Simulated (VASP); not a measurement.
The system is ZrN.

```xyz
2
Lattice="0.0000 2.2943 2.2943 2.2943 0.0000 2.2943 2.2943 2.2943 0.0000" Properties=species:S:1:pos:R:3 pbc="T T T"
Zr    2.2943    2.2943    2.2943
N     0.0000    0.0000    0.0000
```

Base run:

| Property | Result |
| --- | --- |
| Program | VASP 6.6.1 |
| Functional | PBE |
| Potentials or basis | VASP PAW PBE potentials, release 64 (Zr_sv, N) |
| Cutoff | 600 eV |
| k mesh | 8 × 8 × 8 |
| Occupations | gaussian, width 0.1 eV |
| Spin | no spin polarisation |

Its results: pressure 1.4 GPa.

Question: The run is repeated on the same cell with these changes: k mesh from 8 × 8 × 8 to 2 × 2 × 2; occupations from gaussian, width 0.1 eV to fermi-dirac, width 0.00861733 eV. What comes out?

Answer: Pressure 0.8 GPa.

Caveats: some runs use coarse meshes.
